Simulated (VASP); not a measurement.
# Na (Im-3m) in VASP: further runs

Runs on Na. Level: PBE. Tasks: single point.

All numbers are computed with VASP 6.6.1; they aren't measurements. Logs are shortened: lines on timing, memory, paths and dates and some standing lists are left out, and cuts for length are marked.

## 1. The cell of the first run

The structure is cubic, space group Im-3m (No. 229). Conventional cell: a = 4.170 Å, b = 4.170 Å, c = 4.170 Å, α = 90.00°, β = 90.00°, γ = 90.00°. Na (site symmetry m-3m) has 14 Na at 3.61 to 4.17 Å within 4.7 Å.

## 2. Single point, PBE

Input file INCAR:

```
SYSTEM = Na
ALGO = Normal ; EDIFF = 1E-7
ENCUT = 520 ; GGA = PE
ISIF = 2 ; ISMEAR = -1
LASPH = .True. ; LCHARG = .False.
LREAL = .False. ; LWAVE = .False.
NBANDS = 10 ; NELM = 60
PREC = Accurate ; SIGMA = 0.06122561905347299
```

Input file KPOINTS:

```
k-points
0
Gamma
  19 19 19
  0 0 0
```

Input file POSCAR:

```
Na
1.0
   -2.0850055420      2.0850055420      2.0850055420
    2.0850055420     -2.0850055420      2.0850055420
    2.0850055420      2.0850055420     -2.0850055420
Na
1
Direct
    0.0000000000      0.0000000000      0.0000000000
```

Potentials or basis: VASP PAW PBE potentials, release 64 (Na_pv).

Started as:

```console
> cat potpaw_PBE.64/Na_pv/POTCAR > POTCAR
> mpirun -np 1 vasp_std > vasp.out
```

OUTCAR:

```text
SYSTEM = Na
   EDIFF = 1E-7
   ENCUT = 520
   GGA = PE
   ISIF = 2
   ISMEAR = -1
   LASPH = .True.
   LREAL = .False.
   NELM = 60
   PREC = Accurate

 ion  position               nearest neighbor table
   1  0.000  0.000  0.000-

  LATTYP: Found a body centered cubic cell.
 ALAT       =     4.1700110840

  Lattice vectors:

 A1 = (  -2.0850055420,   2.0850055420,   2.0850055420)
 A2 = (   2.0850055420,  -2.0850055420,   2.0850055420)
 A3 = (   2.0850055420,   2.0850055420,  -2.0850055420)

Analysis of symmetry for initial positions (statically):
=====================================================================
 Subroutine PRICEL returns:
 Original cell was already a primitive cell.

 Routine SETGRP: Setting up the symmetry group for a
 body centered cubic supercell.

 Subroutine GETGRP returns: Found 48 space group operations
 (whereof 48 operations were pure point group operations)
 out of a pool of 48 trial point group operations.

The static configuration has the point symmetry O_h .

Analysis of symmetry for dynamics (positions and initial velocities):
=====================================================================
 Subroutine PRICEL returns:
 Original cell was already a primitive cell.

 Routine SETGRP: Setting up the symmetry group for a
 body centered cubic supercell.

 Subroutine GETGRP returns: Found 48 space group operations
 (whereof 48 operations were pure point group operations)
 out of a pool of 48 trial point group operations.

The dynamic configuration has the point symmetry O_h .

 Subroutine INISYM returns: Found 48 space group operations
 (whereof 48 operations are pure point group operations),
 and found     1 'primitive' translations

----------------------------------------------------------------------------------------

                                     Primitive cell

  volume of cell :      36.2561

  direct lattice vectors                    reciprocal lattice vectors
    -2.085005542  2.085005542  2.085005542     0.000000000  0.239807516  0.239807516
     2.085005542 -2.085005542  2.085005542     0.239807516  0.000000000  0.239807516
     2.085005542  2.085005542 -2.085005542     0.239807516  0.239807516  0.000000000

  length of vectors
     3.611335533  3.611335533  3.611335533     0.339139042  0.339139042  0.339139042

  position of ions in fractional coordinates (direct lattice)
     0.000000000  0.000000000  0.000000000
[... 78 lines left out ...]
   EDIFFG = 0.1E-05   stopping-criterion for IOM
   NSW    =      0    number of steps for IOM
   IBRION =     -1    ionic relax: 0-MD 1-quasi-New 2-CG
   NFREE  =      0    steps in history (QN), initial steepest desc. (CG)
   ISIF   =      2    stress and relaxation
   ISYM   =      2    0-nonsym 1-usesym 2-fastsym
   POTIM  = 0.5000    time-step for ionic-motion
   TEBEG  =    0.0;   TEEND  =   0.0 temperature during run
   PSTRESS=    0.0 pullay stress
   NELECT =       7.0000    total number of electrons
   NUPDOWN=      -1.0000    fix difference up-down
   EMIN   =  10.00;   EMAX   =-10.00  energy-range for DOS
   EFERMI =   0.00;   METHOD = LEGACY
   ISMEAR =    -1;   SIGMA  =   0.06  broadening in eV -4-tet -1-fermi 0-gaus
   EFERMI_NEDOS =   21; number of points for ismear=-14 and -15
   IALGO  =     38    algorithm
   IMIX   =      4    mixing-type and parameters
     AMIX     =   0.40;   BMIX     =  1.00
     AMIX_MAG =   1.60;   BMIX_MAG =  1.00
  volume/ion in A,a.u.               =      36.26       244.67
  Fermi-wavevector in a.u.,A,eV,Ry     =   0.946194  1.788048 12.181072  0.895284
  Thomas-Fermi vector in A             =   2.074169
   LORBIT       =      0    0 simple, 1 ext, 2 COOP (PROOUT), +10 PAW based schemes
   GGA     = PE    functional components
   LHFCALC =     F    Hartree Fock is set to
   AEXX    =    0.0000 exact exchange contribution
   IVDW    =     0    specifies the selected vdW correction
   LEPSILON=     F    determine dielectric tensor
   LRPA    =     F    only Hartree local field effects (RPA)
 non-spin polarized calculation
  energy-cutoff  :      520.00
  volume of cell :       36.26
 maximum number of plane-waves:       992
   NGX = 13   NGY = 13   NGZ = 13

 number of electron       6.9999995 magnetization

 Free energy of the ion-electron system (eV)
  ---------------------------------------------------
  ext. energy  EPLUGINS =         0.00000000
  ---------------------------------------------------
  free energy    TOTEN  =        -1.31344404 eV

  energy without entropy =       -1.30766715  energy(sigma->0) =       -1.31055560

 E-fermi :   0.3996     XC(G=0):  -6.5604

 val. band max:        0.3819498481   @ k =  -0.3684   0.4211   0.1579
 cond. band min:       0.4258658363   @ k =  -0.3684   0.4737   0.0526
 fundamental gap:      0.0439159882
 Fermi energy:         0.3996000538

 k-point     1 :       0.0000    0.0000    0.0000
  band No.  band energies     occupation
      1     -24.4909      2.00000
      2     -24.4909      2.00000
      3     -24.4909      2.00000
      4      -2.9315      2.00000
      5      12.2713      0.00000
      6      12.2713      0.00000
      7      12.2713      0.00000
      8      13.2843      0.00000
      9      13.2843      0.00000
     10      13.8505      0.00000
[... 287 lines left out ...]
 k-point    24 :       0.3158    0.1053   -0.0000
  band No.  band energies     occupation
      1     -24.5228      2.00000
      2     -24.5026      2.00000
      3     -24.4924      2.00000
      4      -0.4139      2.00000
      5       3.9914      0.00000
      6       7.3988      0.00000
      7       9.4009      0.00000
      8      10.9398      0.00000
      9      12.8105      0.00000
     10      14.6150      0.00000

 [... further k-points ...]

------------------------ aborting loop because EDIFF is reached ----------------------------------------

  FORCE on cell =-STRESS in cart. coord.  units (eV):
  Direction    XX          YY          ZZ          XY          YZ          ZX
  --------------------------------------------------------------------------------------
  -------------------------------------------------------------------------------------
  Total        0.0357448      0.0357448      0.0357448      0.0000000     -0.0000000     -0.0000000
  in kB        1.5795795      1.5795795      1.5795795      0.0000000     -0.0000000     -0.0000000
  external PRESSURE =       1.5795795 kB  Pullay stress =       0.0000000 kB

 VOLUME and BASIS-vectors are now :
 -----------------------------------------------------------------------------
  energy-cutoff  :      520.00
  volume of cell :       36.26
      direct lattice vectors                 reciprocal lattice vectors
    -2.085005542  2.085005542  2.085005542     0.000000000  0.239807516  0.239807516
     2.085005542 -2.085005542  2.085005542     0.239807516  0.000000000  0.239807516
     2.085005542  2.085005542 -2.085005542     0.239807516  0.239807516  0.000000000

 POSITION                                       TOTAL-FORCE (eV/Angst)
 -----------------------------------------------------------------------------------
      0.00000      0.00000      0.00000        -0.000000      0.000000     -0.000000
 -----------------------------------------------------------------------------------
    total drift:                               -0.000000     -0.000000     -0.000000

  FREE ENERGIE OF THE ION-ELECTRON SYSTEM (eV)
  ---------------------------------------------------
  free  energy   TOTEN  =        -1.3134440361 eV

  energy  without entropy=       -1.3076671540  energy(sigma->0) =       -1.31055560
```

It took 22 s on 1 thread of Intel Xeon 6975P-C (Granite Rapids), shared host; peak memory 0.19 GiB.

Results:

```yaml
Free_energy: -1.3134 eV
Pressure: 0.2 GPa
```

Levels at points of the mesh, in eV from the Fermi level:
```tsv
k point	band 1	band 2	band 3	band 4	band 5	band 6	band 7	band 8
(0.00, 0.00, 0.00)	-24.89	-24.89	-24.89	-3.33	11.87	11.87	11.87	12.88
```

## 3. Single point, PBE

This run uses another cell than the first one, of 37.00 Å³/atom, 1.020 times its volume.

Input file INCAR:

```
PREC = Accurate
ENCUT = 520
EDIFF = 1E-6
ISMEAR = -1
SIGMA = 0.06122561905347299
LREAL = F
LASPH = T
NELM = 80
ALGO = Normal
ISIF = 2
LWAVE = F
LCHARG = F
GGA = PE
NBANDS = 10
```

Input file KPOINTS:

```
Automatic mesh
0
Gamma
  19 19 19
```

Input file POSCAR:

```
Na
1.0
   -2.0990938446      2.0990938446      2.0990938446
    2.0990938446     -2.0990938446      2.0990938446
    2.0990938446      2.0990938446     -2.0990938446
Na
1
Direct
    0.0000000000      0.0000000000      0.0000000000
```

Potentials or basis: VASP PAW PBE potentials, release 64 (Na_pv).

Started as:

```console
> cat potpaw_PBE.64/Na_pv/POTCAR > POTCAR
> mpirun -np 1 vasp_std > vasp.out
```

Wall time 19 s (1 thread of Intel Xeon 6975P-C (Granite Rapids), shared host); peak memory 0.19 GiB.

Results (log left out):

- Free energy: -1.3138 eV
- Pressure: 0.0 GPa

Levels at points of the mesh, in eV from the Fermi level:
| k point | band 1 | band 2 | band 3 | band 4 | band 5 | band 6 | band 7 | band 8 |
| --- | --- | --- | --- | --- | --- | --- | --- | --- |
| (0.00, 0.00, 0.00) | -24.91 | -24.91 | -24.91 | -3.29 | 11.74 | 11.74 | 11.74 | 12.74 |

## 4. Single point, PBE

This run uses another cell than the first one, of 37.00 Å³/atom, 1.020 times its volume.

Input file INCAR:

```
SYSTEM = Na
PREC = Accurate
ENCUT = 520
EDIFF = 1E-6
ISMEAR = -1
SIGMA = 0.06122561905347299
LREAL = .False.
LASPH = .True.
NELM = 80
ALGO = Normal
ISIF = 2
LWAVE = .False.
LCHARG = .True.
GGA = PE
LELF = .True.
LVHAR = .True.
NBANDS = 10
```

Input file KPOINTS:

```
regular mesh
0
Gamma
  19 19 19
  0 0 0
```

POSCAR is that of step 3.

Started as:

```console
> cat potpaw_PBE.64/Na_pv/POTCAR > POTCAR
> mpirun -np 1 vasp_std > vasp.out
```

Run time: 20 s. Hardware: 1 thread of Intel Xeon 6975P-C (Granite Rapids), shared host; peak memory 0.19 GiB.

The run converged. Its results:

- Free energy: -1.3138 eV
- Pressure: 0.0 GPa

Levels at points of the mesh, in eV from the Fermi level:
```csv
k point,band 2,band 3,band 4,band 5,band 6,band 7
"(0.00, 0.00, 0.00)",-24.91,-24.91,-3.29,11.74,11.74,11.74
```

## 5. Single point, PBE

This run uses another cell than the first one, of 37.74 Å³/atom, 1.041 times its volume.

INCAR: that of step 4 with these lines changed.

```diff
@@ -8,3 +8,3 @@
 LASPH = .True.
-NELM = 80
+NELM = 100
 ALGO = Normal
```

KPOINTS is that of step 4.

Input file POSCAR:

```
Na
1.0
   -2.1129955335      2.1129955335      2.1129955335
    2.1129955335     -2.1129955335      2.1129955335
    2.1129955335      2.1129955335     -2.1129955335
Na
1
Direct
    0.0000000000      0.0000000000      0.0000000000
```

Potentials or basis: VASP PAW PBE potentials, release 64 (Na_pv).

Started as:

```console
> cat potpaw_PBE.64/Na_pv/POTCAR > POTCAR
> mpirun -np 1 vasp_std > vasp.out
```

OUTCAR:

```text
SYSTEM = Na
   PREC = Accurate
   ENCUT = 520
   EDIFF = 1E-6
   ISMEAR = -1
   LREAL = .False.
   LASPH = .True.
   NELM = 100
   ISIF = 2
   GGA = PE

 ion  position               nearest neighbor table
   1  0.000  0.000  0.000-

  LATTYP: Found a body centered cubic cell.
 ALAT       =     4.2259910670

  Lattice vectors:

 A1 = (  -2.1129955335,   2.1129955335,   2.1129955335)
 A2 = (   2.1129955335,  -2.1129955335,   2.1129955335)
 A3 = (   2.1129955335,   2.1129955335,  -2.1129955335)

Analysis of symmetry for initial positions (statically):
=====================================================================
 Subroutine PRICEL returns:
 Original cell was already a primitive cell.

 Routine SETGRP: Setting up the symmetry group for a
 body centered cubic supercell.

 Subroutine GETGRP returns: Found 48 space group operations
 (whereof 48 operations were pure point group operations)
 out of a pool of 48 trial point group operations.

The static configuration has the point symmetry O_h .

Analysis of symmetry for dynamics (positions and initial velocities):
=====================================================================
 Subroutine PRICEL returns:
 Original cell was already a primitive cell.

 Routine SETGRP: Setting up the symmetry group for a
 body centered cubic supercell.

 Subroutine GETGRP returns: Found 48 space group operations
 (whereof 48 operations were pure point group operations)
 out of a pool of 48 trial point group operations.

The dynamic configuration has the point symmetry O_h .

 Subroutine INISYM returns: Found 48 space group operations
 (whereof 48 operations are pure point group operations),
 and found     1 'primitive' translations

----------------------------------------------------------------------------------------

                                     Primitive cell

  volume of cell :      37.7360

[... 102 lines left out ...]
   EFERMI_NEDOS =   21; number of points for ismear=-14 and -15
   IALGO  =     38    algorithm
   IMIX   =      4    mixing-type and parameters
     AMIX     =   0.40;   BMIX     =  1.00
     AMIX_MAG =   1.60;   BMIX_MAG =  1.00
  volume/ion in A,a.u.               =      37.74       254.66
  Fermi-wavevector in a.u.,A,eV,Ry     =   0.933660  1.764362 11.860494  0.871722
  Thomas-Fermi vector in A             =   2.060385
   LORBIT       =      0    0 simple, 1 ext, 2 COOP (PROOUT), +10 PAW based schemes
   GGA     = PE    functional components
   LHFCALC =     F    Hartree Fock is set to
   AEXX    =    0.0000 exact exchange contribution
   IVDW    =     0    specifies the selected vdW correction
   LEPSILON=     F    determine dielectric tensor
   LRPA    =     F    only Hartree local field effects (RPA)
 non-spin polarized calculation
  energy-cutoff  :      520.00
  volume of cell :       37.74
 maximum number of plane-waves:      1048
   NGX = 13   NGY = 13   NGZ = 13

 number of electron       7.0000011 magnetization

 Free energy of the ion-electron system (eV)
  ---------------------------------------------------
  ext. energy  EPLUGINS =         0.00000000
  ---------------------------------------------------
  free energy    TOTEN  =        -1.31350986 eV

  energy without entropy =       -1.30759203  energy(sigma->0) =       -1.31055095

 E-fermi :   0.2836     XC(G=0):  -6.4562

 val. band max:        0.2661201745   @ k =  -0.3684   0.4211   0.1579
 cond. band min:       0.3092006514   @ k =  -0.3684   0.4737   0.0526
 fundamental gap:      0.0430804769
 Fermi energy:         0.2835884368

 k-point     1 :       0.0000    0.0000    0.0000
  band No.  band energies     occupation
      1     -24.6372      2.00000
      2     -24.6372      2.00000
      3     -24.6372      2.00000
      4      -2.9625      2.00000
      5      11.8956      0.00000
      6      11.8956      0.00000
      7      11.8956      0.00000
      8      12.8864      0.00000
      9      12.8864      0.00000
     10      13.4353      0.00000
[... 287 lines left out ...]
 k-point    24 :       0.3158    0.1053   -0.0000
  band No.  band energies     occupation
      1     -24.6648      2.00000
      2     -24.6473      2.00000
      3     -24.6384      2.00000
      4      -0.5107      2.00000
      5       3.7888      0.00000
      6       7.1175      0.00000
      7       9.0339      0.00000
      8      10.5698      0.00000
      9      12.3729      0.00000
     10      14.1342      0.00000

 [... further k-points ...]
[... 5 lines left out ...]
  --------------------------------------------------------------------------------------
  -------------------------------------------------------------------------------------
  Total       -0.0418453     -0.0418453     -0.0418453      0.0000000     -0.0000000     -0.0000000
  in kB       -1.7766499     -1.7766499     -1.7766499      0.0000000     -0.0000000     -0.0000000
  external PRESSURE =      -1.7766499 kB  Pullay stress =       0.0000000 kB

 VOLUME and BASIS-vectors are now :
 -----------------------------------------------------------------------------
  energy-cutoff  :      520.00
  volume of cell :       37.74
      direct lattice vectors                 reciprocal lattice vectors
    -2.112995533  2.112995533  2.112995533     0.000000000  0.236630884  0.236630884
     2.112995533 -2.112995533  2.112995533     0.236630884  0.000000000  0.236630884
     2.112995533  2.112995533 -2.112995533     0.236630884  0.236630884  0.000000000

 POSITION                                       TOTAL-FORCE (eV/Angst)
 -----------------------------------------------------------------------------------
      0.00000      0.00000      0.00000         0.000000     -0.000000      0.000000
 -----------------------------------------------------------------------------------
    total drift:                               -0.000000     -0.000000     -0.000000

  FREE ENERGIE OF THE ION-ELECTRON SYSTEM (eV)
  ---------------------------------------------------
  free  energy   TOTEN  =        -1.3135098640 eV

  energy  without entropy=       -1.3075920289  energy(sigma->0) =       -1.31055095
```

OSZICAR:

```text
N       E                     dE             d eps       ncg     rms          rms(c)
DAV:   1     0.273923469528E+02    0.27392E+02   -0.37865E+03  4418   0.583E+02
DAV:   2    -0.718746459546E+00   -0.28111E+02   -0.27952E+02  4526   0.147E+02
DAV:   3    -0.130926511844E+01   -0.59052E+00   -0.59015E+00  5354   0.231E+01
DAV:   4    -0.131403627604E+01   -0.47712E-02   -0.47708E-02  5254   0.203E+00
DAV:   5    -0.131410502336E+01   -0.68747E-04   -0.68747E-04  5098   0.238E-01    0.204E-01
DAV:   6    -0.131375736086E+01    0.34766E-03   -0.48599E-04  5170   0.263E-01    0.137E-01
DAV:   7    -0.131351686926E+01    0.24049E-03   -0.99154E-04  4974   0.314E-01    0.158E-02
DAV:   8    -0.131350958740E+01    0.72819E-05   -0.45670E-05  5468   0.111E-01    0.228E-03
DAV:   9    -0.131350986399E+01   -0.27659E-06   -0.20331E-07  3136   0.486E-03
   1 F= -.13135099E+01 E0= -.13105509E+01  d E =-.591784E-02
```

stdout:

```text
POSCAR found type information on POSCAR Na
 POSCAR found :  1 types and       1 ions
 scaLAPACK will be used
 LDA part: xc-table for (Slater+PW92), standard interpolation
 POSCAR, INCAR and KPOINTS ok, starting setup
 FFT: planning ... GRIDC
 FFT: planning ... GRID_SOFT
 FFT: planning ... GRID
 WAVECAR not read
 entering main loop
```

Wall time 21 s (1 thread of Intel Xeon 6975P-C (Granite Rapids), shared host); peak memory 0.19 GiB.

What came out:

```
Free energy : -1.3135 eV
Pressure    : -0.2 GPa
```

Levels at points of the mesh, in eV from the Fermi level:
| k point | band 2 | band 3 | band 4 | band 5 | band 6 | band 7 |
| --- | --- | --- | --- | --- | --- | --- |
| (0.00, 0.00, 0.00) | -24.92 | -24.92 | -3.25 | 11.61 | 11.61 | 11.61 |

## 6. Overview

| cell | gap on the mesh (eV) | pressure (GPa) |
| --- | --- | --- |
| a = 3.611 Å, angles 109.5°, 1 atom | none | 0.2 |
| a = 3.636 Å, angles 109.5°, 1 atom | none | 0.0 |
| a = 3.660 Å, angles 109.5°, 1 atom | none | -0.2 |

Alike in all rows: task single point; level PBE; potentials or basis VASP PAW PBE potentials, release 64 (Na_pv); no spin polarisation; k mesh 19 × 19 × 19; cutoff (eV) 520; smearing fermi-dirac 0.0612256 eV.

Total energies depend on the potentials used, so only differences within one code and one set of settings carry meaning.
